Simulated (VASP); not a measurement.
Write the native input for VASP 6.6.1 that does the following.

```yaml
Task: single point
Functional: PBEsol
Potentials_or_basis: VASP PAW PBE potentials, release 64 (C)
Cutoff: 520 eV
k_mesh: 9 × 9 × 6
Occupations: gaussian, width 0.02 eV
Spin: no spin polarisation
Dipole_correction: no
Further_INCAR_settings: ALGO = Normal; EDIFF = 1e-06; NBANDS = 16
```

The structure of C lies in POSCAR:

```
C
1.0
    2.5643191212      0.0000000000      0.0000000000
   -1.2821595606      2.2207655024      0.0000000000
    0.0000000000      0.0000000000      4.2229976408
C
4
Direct
    0.3333333333      0.6666666667     -0.0004162315
    0.6666666667      0.3333333333      0.4995837685
    0.3333333333      0.6666666667      0.3744162315
    0.6666666667      0.3333333333      0.8744162315
```

This cell differs from its parent crystal: strained cell.

One way to write it, as run:

INCAR

```
PREC     = Accurate       # precision mode
ENCUT    = 520            # plane-wave cutoff, eV
EDIFF    = 1E-6           # SCF threshold, eV
ISMEAR   = 0              # smearing method
SIGMA    = 0.02           # smearing width, eV
LREAL    = F              # projectors in reciprocal space
LASPH    = T              # aspherical terms in the spheres
NELM     = 60             # most SCF steps
ALGO     = Normal         # electronic algorithm
ISIF     = 2              # what is computed and relaxed
LWAVE    = F              # write WAVECAR
LCHARG   = T              # write CHGCAR
GGA      = PS             # functional
LELF     = T              # ELF
LVHAR    = T            
NBANDS   = 16             # bands
```

KPOINTS

```
Automatic mesh
0
Gamma
  9 9 6
```

Potentials or basis: VASP PAW PBE potentials, release 64 (C).

Launch:

```console
$ cat potpaw_PBE.64/C/POTCAR > POTCAR
$ mpirun -np 1 vasp_std > vasp.out
```

It gave:

```yaml
Pressure: -25.6 GPa
Band_gap_on_the_k_mesh: 3.30 eV (least direct gap 4.70 eV)
```

Caveat: the cell differs from its parent crystal (strained cell); the cell stands under tension; the PAW data sets were made with another functional, which shifts forces and pressure a little; an odd mesh through Γ misses points on the zone boundary, where band edges can lie.

Wall time 18 s on 1 thread of Intel Xeon 8259CL, on a shared host, peak memory 0.13 GiB.
